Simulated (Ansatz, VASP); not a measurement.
**CsCl in VASP and in Ansatz**

Contents of INCAR:

```
SYSTEM = CsCl
ALGO = Normal ; EDIFF = 1E-8
ENCUT = 400 ; GGA = PS
GGA_COMPAT = .False. ; ISIF = 2
ISMEAR = -1 ; LASPH = .True.
LCHARG = .False. ; LEFG = .True.
LREAL = .False. ; LWAVE = .False.
NBANDS = 15 ; NELM = 120
PREC = Accurate ; SIGMA = 0.03
```

File KPOINTS:

```
k-points
0
Gamma
  6 6 6
  0 0 0
```

The input POSCAR:

```
CsCl
1.0
    4.0388335262      0.0000000000      0.0000000000
    0.0000000000      4.0388335262      0.0000000000
    0.0000000000      0.0000000000      4.0388335262
Cs Cl
1 1
Direct
    0.0000000000      0.0000000000      0.0000000000
    0.5000000000      0.5000000000      0.5000000000
```

Input for Ansatz:

```yaml
crystal:
  lattice:
    - [4.0388335262, 0.0, 0.0]
    - [0.0, 4.0388335262, 0.0]
    - [0.0, 0.0, 4.0388335262]
  atoms:
    - { symbol: Cs, position: [0.0, 0.0, 0.0] }
    - { symbol: Cl, position: [0.5, 0.5, 0.5] }
kpoints:
  mp_grid: { grid: [6, 6, 6] }
scf:
  occupations: { method: fermi_dirac, width: 0.03 }
hamiltonian:
  xc: pbesol
  pseudopotentials: { kind: paw }
output:
  forces: true
  stress: true
  eigenvalues: true
  efg: { contact_densities: true }
  write_density: true
  write_potential: true
  elf: true
  volumetric_format: npy
```

Change from the starting cell: volume scaled by 0.94, PAW files.

Alike in both runs: task electric field gradients; functional PBEsol; k mesh 6 × 6 × 6; occupations fermi-dirac, width 0.03 eV; no spin polarisation.

```csv
,VASP,Ansatz
version,VASP 6.6.1,Ansatz 0.2.0
potentials or method,"VASP PAW PBE potentials, release 64 (Cs_sv, Cl)","PAW with Ansatz's default frozen-core files, scalar-relativistic"
plane-wave cutoff (eV),400,420
valence electrons in the cell,16,16
```

```tsv
	VASP	Ansatz	Ansatz less VASP
gap on the k mesh at the Fermi level (eV)	5.18	5.20	+0.014
pressure (GPa)	0.5	0.4	-0.06
```

VASP's potentials were made for PBE, not for PBEsol.

Spin-orbit coupling is off throughout.
